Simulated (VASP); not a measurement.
## GeP5: single point with PBE

Crystal: GeP5.

```
Ge P
1.0
    -2.95777    2.95777    4.04555
     2.95777   -2.95777    4.04555
     2.95777    2.95777   -4.04555
Ge P
1 5
Cartesian
  0.0000 0.0000 0.0000
  2.9578 0.0000 3.0770
  0.0000 2.9578 3.0770
  0.0000 2.9578 0.9686
  2.9578 0.0000 0.9686
  0.0000 0.0000 4.0455
```

```json
{
 "Program": "VASP 6.6.1",
 "Task": "single point",
 "Functional": "PBE",
 "Potentials or basis": "VASP PAW PBE potentials, release 64 (Ge_d, P)",
 "Cutoff": "520 eV",
 "k mesh": "4 × 4 × 4",
 "Occupations": "gaussian, width 0.1 eV",
 "Spin": "no spin polarisation"
}
```

| Quantity | Value |
| --- | --- |
| Pressure | 2.3 GPa |
| Largest force | 3.497 eV/Å |

Forces on the atoms (eV/Å):
```
Ge   0.000  0.000  0.000
P    0.000  0.000 -3.497
P    0.000  0.000 -3.497
P    0.000  0.000  3.497
P    0.000  0.000  3.497
P    0.000  0.000  0.000
```

Stress tensor (GPa, compression positive):
```
-10.85   0.00   0.00
  0.00 -10.85   0.00
  0.00   0.00  28.50
```

Levels at points of the mesh, in eV from the Fermi level:
| k point | band 15 | band 16 | band 17 | band 18 | band 19 | band 20 | band 21 | band 22 | band 23 | band 24 |
| --- | --- | --- | --- | --- | --- | --- | --- | --- | --- | --- |
| (0.00, 0.00, 0.00) | -4.18 | -4.18 | -2.19 | -2.19 | -1.21 | 1.80 | 1.85 | 1.85 | 2.94 | 3.16 |
| (0.50, 0.00, 0.00) | -2.80 | -1.70 | -1.51 | -0.67 | -0.47 | -0.45 | -0.12 | 0.08 | 0.47 | 1.97 |
| (0.50, 0.50, 0.00) | -2.80 | -1.99 | -1.22 | -1.10 | -0.85 | -0.70 | -0.22 | 0.05 | 0.27 | 1.69 |
| (0.50, 0.50, 0.50) | -3.01 | -3.01 | -1.32 | -0.95 | -0.95 | 1.07 | 1.96 | 1.96 | 2.25 | 2.25 |

Wall time 35 s on 1 thread of Intel(R) Xeon(R) 6975P-C (Granite Rapids) (shared host), peak memory 0.32 GiB.

Caveat: the k points lie up to 0.38 Å⁻¹ apart; forces of over 1 eV/Å act on the atoms, so gaps and moduli don't describe the material at rest.
